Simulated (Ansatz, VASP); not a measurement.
## Two plane-wave programs on Te2Mo

POSCAR

```
Te2Mo
1.0
    3.5421311455      0.0000000000      0.0000000000
   -1.7710655727      3.0675755555      0.0000000000
    0.0000000000      0.0000000000     14.6019721252
Mo Te
2 4
Direct
    0.3333333333      0.6666666667      0.2500000000
    0.6666666667      0.3333333333      0.7500000000
    0.6666666667      0.3333333333      0.3731332326
    0.6666666667      0.3333333333      0.1268667674
    0.3333333333      0.6666666667      0.8731332326
    0.3333333333      0.6666666667      0.6268667674
```

File INCAR.step1:

```
SYSTEM = Te2Mo
  PREC = Accurate
  ENCUT = 520
  ISMEAR = 0
  SIGMA = 0.01
  LREAL = .FALSE.
  LASPH = .TRUE.
  NELM = 60
  NBANDS = 35
  GGA = PE
  ALGO = Normal
  EDIFF = 1E-4
  LWAVE = .TRUE.
  LCHARG = .FALSE.
```

The input INCAR.step2:

```
SYSTEM = Te2Mo
  PREC = Accurate
  ENCUT = 520
  EDIFF = 1E-6
  ISMEAR = 0
  SIGMA = 0.01
  LREAL = .FALSE.
  LASPH = .TRUE.
  NELM = 60
  ALGO = Normal
  ISIF = 2
  LWAVE = .FALSE.
  LCHARG = .FALSE.
  METAGGA = R2SCAN
  LMIXTAU = .TRUE.
  NBANDS = 35
  ISTART = 1
```

Contents of KPOINTS:

```
Automatic mesh
0
G
  12 12 2
  0 0 0
```

Input for Ansatz:

```yaml
crystal:
  lattice:
    - [3.5421311455, 0.0, 0.0]
    - [-1.7710655727, 3.0675755555, 0.0]
    - [0.0, 0.0, 14.6019721252]
  atoms:
    - { symbol: Mo, position: [0.3333333333, 0.6666666667, 0.25] }
    - { symbol: Mo, position: [0.6666666667, 0.3333333333, 0.75] }
    - { symbol: Te, position: [0.6666666667, 0.3333333333, 0.3731332326] }
    - { symbol: Te, position: [0.6666666667, 0.3333333333, 0.1268667674] }
    - { symbol: Te, position: [0.3333333333, 0.6666666667, 0.8731332326] }
    - { symbol: Te, position: [0.3333333333, 0.6666666667, 0.6268667674] }
kpoints:
  mp_grid: { grid: [12, 12, 2] }
  band_path:
    path:
      - [0.0, 0.0, 0.0]
      - [0.5, 0.0, 0.0]
      - [0.3333333333, 0.3333333333, 0.0]
      - [0.0, 0.0, 0.5]
      - [0.5, 0.0, 0.5]
      - [0.3333333333, 0.3333333333, 0.5]
      - [0.195312, 0.195313, 0.0]
    npoints: 1
hamiltonian:
  xc: r2scan
scf:
  occupations: { method: fixed }
  n_extra_bands: 5
output:
  forces: true
  stress: true
  eigenvalues: true
  write_density: true
  write_potential: true
  elf: true
  volumetric_format: npy
```

Change from the starting cell: uniaxial_z strain +3.0%.

Alike in both runs: task single point; functional r2SCAN; k mesh 12 × 12 × 2; no spin polarisation.

|  | VASP | Ansatz |
| --- | --- | --- |
| version | VASP 6.6.1 | Ansatz 0.2.0 |
| potentials or method | VASP PAW PBE potentials, release 64 (Mo_sv, Te) | plane waves, PAW |
| plane-wave cutoff (eV) | 520 | 500 |
| occupations | gaussian, width 0.01 eV | fixed |
| valence electrons in the cell | 52 | 92 |

```csv
,VASP,Ansatz,Ansatz less VASP
gap on the k mesh at the Fermi level (eV),1.05,1.05,-0.006
pressure (GPa),0.8,0.7,-0.11
"traceless stress, the component that is largest in VASP (GPa)",-0.48,-0.53,-0.059
rms of the force components (eV/Å),0.001,0.012,+0.0109
```

VASP's potentials were made for PBE, not for r2SCAN. Atom by atom the forces differ by 0.012 eV/Å (rms over components). VASP's potentials hold 52 valence electrons a cell and Ansatz's 92, so a difference there can come from the potentials and not from the codes.

Spin-orbit coupling is off throughout.
